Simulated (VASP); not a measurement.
# Bi in VASP: a series of runs, part 2 of 2

VASP 6.6.1. The steps go on from the part before.

## 4. Single point, PBE

Contents of INCAR:

```
SYSTEM = Bi
PREC = Accurate
ENCUT = 520
EDIFF = 1E-6
ISMEAR = 0
SIGMA = 0.01
LREAL = .FALSE.
LASPH = .TRUE.
NELM = 100
ALGO = Normal
ISIF = 2
LWAVE = .FALSE.
LCHARG = .TRUE.
LDIPOL = .TRUE.
IDIPOL = 3
DIPOL = 0.5 0.5 0.324
GGA = PE
LELF = .TRUE.
LVHAR = .TRUE.
LVACPOTAV = .TRUE.
NBANDS = 38
```

Contents of KPOINTS:

```
Automatic mesh
0
G
  4 4 1
  0 0 0
```

Contents of POSCAR:

```
Bi
1.0
    5.1182504689      0.0000000000      0.0000000000
    0.0000000000      4.5196968759      0.0000000000
    0.0000000000      0.0000000000     29.3597916812
Bi
4
Direct
    0.0480844891      0.0000000000      0.3738669590
    0.4519155109      0.5000000000      0.3738669590
    0.5480844891      0.5000000000      0.2732765973
    0.9519155109      0.0000000000      0.2732765973
```

Potentials or basis: VASP PAW PBE potentials, release 64 (Bi_d).

The run is started by

```sh
$ cat potpaw_PBE.64/Bi_d/POTCAR > POTCAR
$ mpirun -np 1 vasp_std > vasp.out
```

OUTCAR:

```text
SYSTEM = Bi
   PREC = Accurate
   ENCUT = 520
   EDIFF = 1E-6
   ISMEAR = 0
   LREAL = .FALSE.
   LASPH = .TRUE.
   NELM = 100
   ISIF = 2
   GGA = PE

 ion  position               nearest neighbor table
   1  0.048  0.000  0.374-   4 2.99   2 3.06   2 3.06   2 3.80   2 3.80
   2  0.452  0.500  0.374-   3 2.99   1 3.06   1 3.06   1 3.80   1 3.80
   3  0.548  0.500  0.273-   2 2.99   4 3.06   4 3.06   4 3.80   4 3.80
   4  0.952  0.000  0.273-   1 2.99   3 3.06   3 3.06   3 3.80   3 3.80

  LATTYP: Found a simple orthorhombic cell.
 ALAT       =     4.5196968759
 B/A-ratio  =     1.1324322426
 C/A-ratio  =     6.4959647709

  Lattice vectors:

 A1 = (   0.0000000000,  -4.5196968759,   0.0000000000)
 A2 = (   5.1182504689,   0.0000000000,   0.0000000000)
 A3 = (   0.0000000000,   0.0000000000,  29.3597916812)

Analysis of symmetry for initial positions (statically):
=====================================================================
 Subroutine PRICEL returns:
 Original cell was already a primitive cell.

 Routine SETGRP: Setting up the symmetry group for a
 simple orthorhombic supercell.

 Subroutine GETGRP returns: Found  8 space group operations
 (whereof  2 operations were pure point group operations)
 out of a pool of  8 trial point group operations.

The static configuration has the point symmetry C_1h.
 The point group associated with its full space group is D_2h.

Analysis of symmetry for dynamics (positions and initial velocities):
=====================================================================
 Subroutine PRICEL returns:
 Original cell was already a primitive cell.

 Routine SETGRP: Setting up the symmetry group for a
 simple orthorhombic supercell.

 Subroutine GETGRP returns: Found  8 space group operations
 (whereof  2 operations were pure point group operations)
 out of a pool of  8 trial point group operations.

The dynamic configuration has the point symmetry C_1h.
 The point group associated with its full space group is D_2h.

 Subroutine INISYM returns: Found  8 space group operations
 (whereof  2 operations are pure point group operations),
 and found     1 'primitive' translations

----------------------------------------------------------------------------------------

                                     Primitive cell

  volume of cell :     679.1783

  direct lattice vectors                    reciprocal lattice vectors
     5.118250469  0.000000000  0.000000000     0.195379262  0.000000000  0.000000000
     0.000000000  4.519696876  0.000000000     0.000000000  0.221253776  0.000000000
     0.000000000  0.000000000 29.359791681     0.000000000  0.000000000  0.034060187

  length of vectors
     5.118250469  4.519696876 29.359791681     0.195379262  0.221253776  0.034060187

  position of ions in fractional coordinates (direct lattice)
     0.048084489  0.000000000  0.373866959
     0.451915511  0.500000000  0.373866959
     0.548084489  0.500000000  0.273276597
     0.951915511  0.000000000  0.273276597

  ion indices of the primitive-cell ions
   primitive index   ion index
                 1           1
                 2           2
                 3           3
                 4           4

----------------------------------------------------------------------------------------

 KPOINTS: Automatic mesh

Automatic generation of k-mesh.
 Grid dimensions read from file:
 generate k-points for:    4    4    1

 Generating k-lattice:

  Cartesian coordinates                     Fractional coordinates (reciprocal lattice)
     0.048844816  0.000000000  0.000000000     0.250000000  0.000000000  0.000000000
     0.000000000  0.055313444  0.000000000     0.000000000  0.250000000  0.000000000
     0.000000000  0.000000000  0.034060187     0.000000000  0.000000000  1.000000000

  Length of vectors
     0.048844816  0.055313444  0.034060187

  Shift w.r.t. Gamma in fractional coordinates (k-lattice)
     0.000000000  0.000000000  0.000000000

 Subroutine IBZKPT returns following result:
 ===========================================

 Found      9 irreducible k-points:

 Following reciprocal coordinates:
            Coordinates               Weight
  0.000000  0.000000  0.000000      1.000000
  0.250000  0.000000  0.000000      2.000000
  0.500000  0.000000  0.000000      1.000000
  0.000000  0.250000  0.000000      2.000000
  0.250000  0.250000  0.000000      4.000000
  0.500000  0.250000  0.000000      2.000000
  0.000000  0.500000  0.000000      1.000000
  0.250000  0.500000  0.000000      2.000000
  0.500000  0.500000  0.000000      1.000000
   k-points           NKPTS =      9   k-points in BZ     NKDIM =      9   number of bands    NBANDS=     38
   number of dos      NEDOS =    301   number of ions     NIONS =      4
   total plane-waves  NPLWV = 322560
   dimension x,y,z NGX =    40 NGY =   36 NGZ =  224
   dimension x,y,z NGXF=    80 NGYF=   72 NGZF=  448
   ions per type =               4
   NGX,Y,Z   is equivalent  to a cutoff of  12.99, 13.24, 12.68 a.u.
   NGXF,Y,Z  is equivalent  to a cutoff of  25.98, 26.48, 25.37 a.u.
 SYSTEM =  Bi
   PREC   = accura    normal or accurate (medium, high low for compatibility)
   ISTART =      0    job   : 0-new  1-cont  2-samecut
   ICHARG =      2    charge: 1-file 2-atom 10-const
   ISPIN  =      1    spin polarized calculation?
   LNONCOLLINEAR =      F non collinear calculations
   LSORBIT =      F    spin-orbit coupling
   LASPH  =      T    aspherical Exc in radial PAW
   ENCUT  =  520.0 eV  38.22 Ry    6.18 a.u.   9.52  8.40 54.59*2*pi/ulx,y,z
   NELM   =    100;   NELMIN=  2; NELMDL= -5     # of ELM steps
   EDIFF  = 0.1E-05   stopping-criterion for ELM
   LREAL  =      F    real-space projection
[... 7 lines left out ...]
   TEBEG  =    0.0;   TEEND  =   0.0 temperature during run
   PSTRESS=    0.0 pullay stress
   NELECT =      60.0000    total number of electrons
   NUPDOWN=      -1.0000    fix difference up-down
   EMIN   =  10.00;   EMAX   =-10.00  energy-range for DOS
   EFERMI =   0.00;   METHOD = LEGACY
   ISMEAR =     0;   SIGMA  =   0.01  broadening in eV -4-tet -1-fermi 0-gaus
   EFERMI_NEDOS =   21; number of points for ismear=-14 and -15
   IALGO  =     38    algorithm
   IMIX   =      4    mixing-type and parameters
     AMIX     =   0.40;   BMIX     =  1.00
     AMIX_MAG =   1.60;   BMIX_MAG =  1.00
  volume/ion in A,a.u.               =     169.79      1145.83
  Fermi-wavevector in a.u.,A,eV,Ry     =   0.729117  1.377832  7.233018  0.531612
  Thomas-Fermi vector in A             =   1.820759
   LORBIT       =      0    0 simple, 1 ext, 2 COOP (PROOUT), +10 PAW based schemes
   GGA     = PE    functional components
   LHFCALC =     F    Hartree Fock is set to
   AEXX    =    0.0000 exact exchange contribution
   IVDW    =     0    specifies the selected vdW correction
   LEPSILON=     F    determine dielectric tensor
   LRPA    =     F    only Hartree local field effects (RPA)
 non-spin polarized calculation
 Gauss-broadening in eV      SIGMA  =   0.01
  energy-cutoff  :      520.00
  volume of cell :      679.18
 maximum number of plane-waves:     18339
 NGX is ok and might be reduce to    40
   NGX = 19   NGY = 17   NGZ =109

 dipolmoment           0.000000      0.000000      0.000003 electrons x Angstroem

 number of electron      60.0000022 magnetization

 dipolmoment           0.000000      0.000000     -0.000001 electrons x Angstroem

 Free energy of the ion-electron system (eV)
  ---------------------------------------------------
  ext. energy  EPLUGINS =         0.00000000
  ---------------------------------------------------
  free energy    TOTEN  =       -15.13080394 eV

  energy without entropy =      -15.13080394  energy(sigma->0) =      -15.13080394

 E-fermi :  -1.8115     XC(G=0):  -2.4110

 val. band max:       -1.8791194107   @ k =   0.0000   0.0000   0.0000
 cond. band min:      -1.3341999777   @ k =   0.0000   0.0000   0.0000
 fundamental gap:      0.5449194330
 Fermi energy:        -1.8115405870

 k-point     1 :       0.0000    0.0000    0.0000
  band No.  band energies     occupation
      1     -24.5428      2.00000
      2     -24.5416      2.00000
      3     -24.5325      2.00000
      4     -24.4158      2.00000
      5     -24.4054      2.00000
      6     -24.4047      2.00000
[... 358 lines left out ...]
     37       3.8152      0.00000
     38       3.8152      0.00000

------------------------ aborting loop because EDIFF is reached ----------------------------------------

  FORCE on cell =-STRESS in cart. coord.  units (eV):
  Direction    XX          YY          ZZ          XY          YZ          ZX
  --------------------------------------------------------------------------------------
  -------------------------------------------------------------------------------------
  Total        0.1506678      1.3095240      0.5144736     -0.0000000      0.0000000      0.0000000
  in kB        0.3554243      3.0891588      1.2136400     -0.0000000      0.0000000      0.0000000
  external PRESSURE =       1.5527410 kB  Pullay stress =       0.0000000 kB

 VOLUME and BASIS-vectors are now :
 -----------------------------------------------------------------------------
  energy-cutoff  :      520.00
  volume of cell :      679.18
      direct lattice vectors                 reciprocal lattice vectors
     5.118250469  0.000000000  0.000000000     0.195379262  0.000000000  0.000000000
     0.000000000  4.519696876  0.000000000     0.000000000  0.221253776  0.000000000
     0.000000000  0.000000000 29.359791681     0.000000000  0.000000000  0.034060187

 POSITION                                       TOTAL-FORCE (eV/Angst)
 -----------------------------------------------------------------------------------
      0.24611      0.00000     10.97666        -0.135491     -0.000000      0.098180
      2.31302      2.25985     10.97666         0.135491      0.000000      0.098180
      2.80523      2.25985      8.02334        -0.135491     -0.000000     -0.098180
      4.87214      0.00000      8.02334         0.135491      0.000000     -0.098180
 -----------------------------------------------------------------------------------
    total drift:                                0.000000      0.000000     -0.000093

  FREE ENERGIE OF THE ION-ELECTRON SYSTEM (eV)
  ---------------------------------------------------
  free  energy   TOTEN  =       -15.1308039388 eV

  energy  without entropy=      -15.1308039388  energy(sigma->0) =      -15.13080394

 vacuum level on the upper side and lower side of the slab         2.098         2.098
```

Wall time 9.3 min (1 thread of Intel Xeon Platinum 8488C (Sapphire Rapids), shared host); peak memory 0.72 GiB.

Results:

```yaml
Free_energy: -15.1308 eV
Largest_force: 0.167 eV/Å
```

Forces on the atoms (eV/Å):
```
Bi  -0.135  0.000  0.098
Bi   0.135  0.000  0.098
Bi  -0.135  0.000 -0.098
Bi   0.135  0.000 -0.098
```

Caveat: spin-orbit coupling is left out, which moves the levels of the heavy elements.

## 5. Single point, PBE

Contents of INCAR:

```
  PREC = Accurate
  ENCUT = 520
  EDIFF = 1E-6
  ISMEAR = 1
  SIGMA = 0.2
  LREAL = False
  LASPH = True
  NELM = 100
  ALGO = Normal
  ISIF = 2
  LWAVE = False
  LCHARG = False
  LDIPOL = True
  IDIPOL = 3
  DIPOL = 0.5 0.5 0.324
  GGA = PE
  NBANDS = 38
```

Contents of KPOINTS:

```
regular mesh
0
Gamma
  4 4 1
```

POSCAR is that of step 4.

The run is started by

```sh
$ cat potpaw_PBE.64/Bi_d/POTCAR > POTCAR
$ mpirun -np 1 vasp_std > vasp.out
```

It took 8.2 min on 1 thread of Intel Xeon Platinum 8488C (Sapphire Rapids), shared host; peak memory 0.7 GiB.

The run converged. Its results:

```yaml
Free_energy: -15.1300 eV
Largest_force: 0.167 eV/Å
```

Forces in eV/Å, atoms in the order of the input:
```
Bi  -0.137  0.000  0.095
Bi   0.137  0.000  0.095
Bi  -0.137  0.000 -0.095
Bi   0.137  0.000 -0.095
```

Levels at points of the mesh, in eV from the Fermi level:
| k point | band 26 | band 27 | band 28 | band 29 | band 30 | band 31 | band 32 | band 33 | band 34 | band 35 |
| --- | --- | --- | --- | --- | --- | --- | --- | --- | --- | --- |
| (0.00, 0.00, 0.00) | -2.88 | -2.33 | -1.50 | -1.08 | -0.18 | 0.36 | 2.22 | 2.33 | 2.81 | 3.29 |
| (0.50, 0.00, 0.00) | -2.19 | -1.12 | -1.12 | -0.73 | -0.73 | 0.75 | 0.75 | 1.72 | 1.72 | 1.93 |
| (0.00, 0.50, 0.00) | -2.16 | -1.62 | -1.62 | -1.47 | -1.47 | 0.67 | 0.67 | 1.04 | 1.04 | 2.13 |
| (0.50, 0.50, 0.00) | -4.07 | -2.99 | -2.99 | -1.56 | -1.56 | 2.12 | 2.12 | 4.15 | 4.15 | 4.33 |

Caveat: spin-orbit coupling is left out, which moves the levels of the heavy elements.

## 6. The runs side by side

```csv
k mesh,smearing,largest force (eV/Å)
3 × 3 × 1,gaussian 0.01 eV,0.39
4 × 4 × 1,gaussian 0.01 eV,0.17
4 × 4 × 1,methfessel-paxton 0.2 eV,0.17
```

Alike in all rows: task single point; level PBE; potentials or basis VASP PAW PBE potentials, release 64 (Bi_d); no spin polarisation; cell as given; cutoff (eV) 520.

Caveats: some runs use coarse meshes; spin-orbit coupling is left out, which moves the levels of the heavy elements.

Total energies depend on the potentials used, so only differences within one code and one set of settings carry meaning.
